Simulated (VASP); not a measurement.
# In3Se (Pm-3m) in VASP: notebook

The runs below take In3Se through single point, relaxation of cell and atoms, with PBEsol, PBEsol+D3(BJ).

Program: VASP 6.6.1. These are calculated values, not measurements. Logs are shortened: lines on timing, memory, paths and dates and some standing lists are left out, and cuts for length are marked.

### Step 1. The cell of the first run

Symmetry: Pm-3m, No. 221, cubic system. The conventional cell has a = 4.804 Å, b = 4.804 Å, c = 4.804 Å, α = 90.00°, β = 90.00°, γ = 90.00°. In (site symmetry 4/mmm) has 8 In at 3.40 Å and 4 Se at 3.40 Å within 4.5 Å. Within 4.5 Å of Se (site symmetry m-3m) lie 12 In at 3.40 Å.

### Step 2. Single point, PBEsol

Contents of INCAR:

```
ALGO = Normal
EDIFF = 1E-7
ENCUT = 520
GGA = PS
ISIF = 2
ISMEAR = -1
LASPH = True
LCHARG = False
LREAL = False
LWAVE = False
NBANDS = 30
NELM = 60
PREC = Accurate
SIGMA = 0.03
```

Contents of KPOINTS:

```
k-points
0
Gamma
  4 4 4
```

Contents of POSCAR:

```
In3Se
1.0
    4.8037580000      0.0000000000      0.0000000000
    0.0000000000      4.8037580000      0.0000000000
    0.0000000000      0.0000000000      4.8037580000
In Se
3 1
Direct
    0.5000000000      0.5000000000      0.0000000000
    0.5000000000      0.0000000000      0.5000000000
    0.0000000000      0.5000000000      0.5000000000
    0.0000000000      0.0000000000      0.0000000000
```

Potentials or basis: VASP PAW PBE potentials, release 64 (In_d, Se).

Launch:

```
$ cat potpaw_PBE.64/In_d/POTCAR potpaw_PBE.64/Se/POTCAR > POTCAR
$ mpirun -np 1 vasp_std > vasp.out
```

OUTCAR:

```text
EDIFF = 1E-7
   ENCUT = 520
   GGA = PS
   ISIF = 2
   ISMEAR = -1
   LASPH = True
   LREAL = False
   NELM = 60
   PREC = Accurate

 ion  position               nearest neighbor table
   1  0.500  0.500  0.000-   2 3.40   3 3.40   4 3.40   2 3.40   3 3.40   2 3.40   4 3.40   2 3.40
                             3 3.40   4 3.40   3 3.40   4 3.40
   2  0.500  0.000  0.500-   1 3.40   3 3.40   4 3.40   1 3.40   4 3.40   1 3.40   3 3.40   1 3.40
                             3 3.40   4 3.40   4 3.40   3 3.40
   3  0.000  0.500  0.500-   1 3.40   2 3.40   4 3.40   1 3.40   4 3.40   2 3.40   4 3.40   4 3.40
                             1 3.40   2 3.40   1 3.40   2 3.40
   4  0.000  0.000  0.000-   1 3.40   2 3.40   3 3.40   2 3.40   3 3.40   1 3.40   3 3.40   3 3.40
                             1 3.40   2 3.40   2 3.40   1 3.40

  LATTYP: Found a simple cubic cell.
 ALAT       =     4.8037580000

  Lattice vectors:

 A1 = (   4.8037580000,   0.0000000000,   0.0000000000)
 A2 = (   0.0000000000,   4.8037580000,   0.0000000000)
 A3 = (   0.0000000000,   0.0000000000,   4.8037580000)

Analysis of symmetry for initial positions (statically):
=====================================================================
 Subroutine PRICEL returns:
 Original cell was already a primitive cell.

 Routine SETGRP: Setting up the symmetry group for a
 simple cubic supercell.

 Subroutine GETGRP returns: Found 48 space group operations
 (whereof 48 operations were pure point group operations)
 out of a pool of 48 trial point group operations.

The static configuration has the point symmetry O_h .

Analysis of symmetry for dynamics (positions and initial velocities):
=====================================================================
 Subroutine PRICEL returns:
 Original cell was already a primitive cell.

 Routine SETGRP: Setting up the symmetry group for a
 simple cubic supercell.

 Subroutine GETGRP returns: Found 48 space group operations
 (whereof 48 operations were pure point group operations)
 out of a pool of 48 trial point group operations.

The dynamic configuration has the point symmetry O_h .

 Subroutine INISYM returns: Found 48 space group operations
 (whereof 48 operations are pure point group operations),
 and found     1 'primitive' translations

----------------------------------------------------------------------------------------

                                     Primitive cell

  volume of cell :     110.8520

[... 76 lines left out ...]
   NELM   =     60;   NELMIN=  2; NELMDL= -5     # of ELM steps
   EDIFF  = 0.1E-06   stopping-criterion for ELM
   LREAL  =      F    real-space projection
   EDIFFG = 0.1E-05   stopping-criterion for IOM
   NSW    =      0    number of steps for IOM
   IBRION =     -1    ionic relax: 0-MD 1-quasi-New 2-CG
   NFREE  =      0    steps in history (QN), initial steepest desc. (CG)
   ISIF   =      2    stress and relaxation
   ISYM   =      2    0-nonsym 1-usesym 2-fastsym
   POTIM  = 0.5000    time-step for ionic-motion
   TEBEG  =    0.0;   TEEND  =   0.0 temperature during run
   PSTRESS=    0.0 pullay stress
   NELECT =      45.0000    total number of electrons
   NUPDOWN=      -1.0000    fix difference up-down
   EMIN   =  10.00;   EMAX   =-10.00  energy-range for DOS
   EFERMI =   0.00;   METHOD = LEGACY
   ISMEAR =    -1;   SIGMA  =   0.03  broadening in eV -4-tet -1-fermi 0-gaus
   EFERMI_NEDOS =   21; number of points for ismear=-14 and -15
   IALGO  =     38    algorithm
   IMIX   =      4    mixing-type and parameters
     AMIX     =   0.40;   BMIX     =  1.00
     AMIX_MAG =   1.60;   BMIX_MAG =  1.00
  volume/ion in A,a.u.               =      27.71       187.02
  Fermi-wavevector in a.u.,A,eV,Ry     =   1.212173  2.290675 19.991897  1.469363
  Thomas-Fermi vector in A             =   2.347665
   LORBIT       =      0    0 simple, 1 ext, 2 COOP (PROOUT), +10 PAW based schemes
   GGA     = PS    functional components
   LHFCALC =     F    Hartree Fock is set to
   AEXX    =    0.0000 exact exchange contribution
   IVDW    =     0    specifies the selected vdW correction
   LEPSILON=     F    determine dielectric tensor
   LRPA    =     F    only Hartree local field effects (RPA)
 non-spin polarized calculation
  energy-cutoff  :      520.00
  volume of cell :      110.85
 maximum number of plane-waves:      3016
 NGX is ok and might be reduce to    36
   NGX = 17   NGY = 17   NGZ = 17

 number of electron      45.0000024 magnetization

 Free energy of the ion-electron system (eV)
  ---------------------------------------------------
  ext. energy  EPLUGINS =         0.00000000
  ---------------------------------------------------
  free energy    TOTEN  =       -13.11299655 eV

  energy without entropy =      -13.10569496  energy(sigma->0) =      -13.10934575

 E-fermi :   5.8465     XC(G=0):  -9.8981

 val. band max:        5.8254135042   @ k =   0.5000   0.2500   0.2500
 cond. band min:       6.1389456451   @ k =   0.2500   0.2500   0.0000
 fundamental gap:      0.3135321409
 Fermi energy:         5.8464682668

 k-point     1 :       0.0000    0.0000    0.0000
  band No.  band energies     occupation
      1      -8.9032      2.00000
      2      -8.8986      2.00000
      3      -8.8986      2.00000
      4      -8.8986      2.00000
      5      -8.7787      2.00000
      6      -8.7787      2.00000
[... 319 lines left out ...]
     29      13.7375      0.00000
     30      14.0852      0.00000

------------------------ aborting loop because EDIFF is reached ----------------------------------------

  FORCE on cell =-STRESS in cart. coord.  units (eV):
  Direction    XX          YY          ZZ          XY          YZ          ZX
  --------------------------------------------------------------------------------------
  -------------------------------------------------------------------------------------
  Total       -1.9535095     -1.9535095     -1.9535095     -0.0000000      0.0000000     -0.0000000
  in kB      -28.2346723    -28.2346723    -28.2346723     -0.0000000      0.0000000     -0.0000000
  external PRESSURE =     -28.2346723 kB  Pullay stress =       0.0000000 kB

 VOLUME and BASIS-vectors are now :
 -----------------------------------------------------------------------------
  energy-cutoff  :      520.00
  volume of cell :      110.85
      direct lattice vectors                 reciprocal lattice vectors
     4.803758000  0.000000000  0.000000000     0.208170353  0.000000000  0.000000000
     0.000000000  4.803758000  0.000000000     0.000000000  0.208170353  0.000000000
     0.000000000  0.000000000  4.803758000     0.000000000  0.000000000  0.208170353

 POSITION                                       TOTAL-FORCE (eV/Angst)
 -----------------------------------------------------------------------------------
      2.40188      2.40188      0.00000         0.000000      0.000000      0.000000
      2.40188      0.00000      2.40188         0.000000      0.000000      0.000000
      0.00000      2.40188      2.40188         0.000000      0.000000      0.000000
      0.00000      0.00000      0.00000         0.000000      0.000000      0.000000
 -----------------------------------------------------------------------------------
    total drift:                                0.000000      0.000000      0.000000

  FREE ENERGIE OF THE ION-ELECTRON SYSTEM (eV)
  ---------------------------------------------------
  free  energy   TOTEN  =       -13.1129965451 eV

  energy  without entropy=      -13.1056949642  energy(sigma->0) =      -13.10934575
```

Wall time 14 s (1 thread of Intel Xeon 6975P-C (Granite Rapids), shared host); peak memory 0.2 GiB.

What came out:

| Quantity | Value |
| --- | --- |
| Free energy | -13.1130 eV |
| Pressure | -2.8 GPa |
| Band gap on the k mesh | zero (an odd number of electrons rules out a gap without spin polarisation) |

Levels at points of the mesh, in eV from the Fermi level:
```csv
k point,band 21,band 22,band 23,band 24,band 25,band 26
"(0.00, 0.00, 0.00)",-2.31,-2.31,1.09,1.09,1.09,4.11
"(0.50, 0.00, 0.00)",-1.76,-1.06,-0.17,-0.17,1.32,3.63
"(0.50, 0.50, 0.00)",-0.93,-0.73,-0.73,1.31,1.71,1.71
"(0.50, 0.50, 0.50)",-4.19,-4.19,-3.26,2.97,2.97,2.97
```

Caveat: the PAW data sets were made with another functional, which shifts forces and pressure a little; spin-orbit coupling is left out, which moves the levels of the heavy elements.

[end of part 1 of 2]
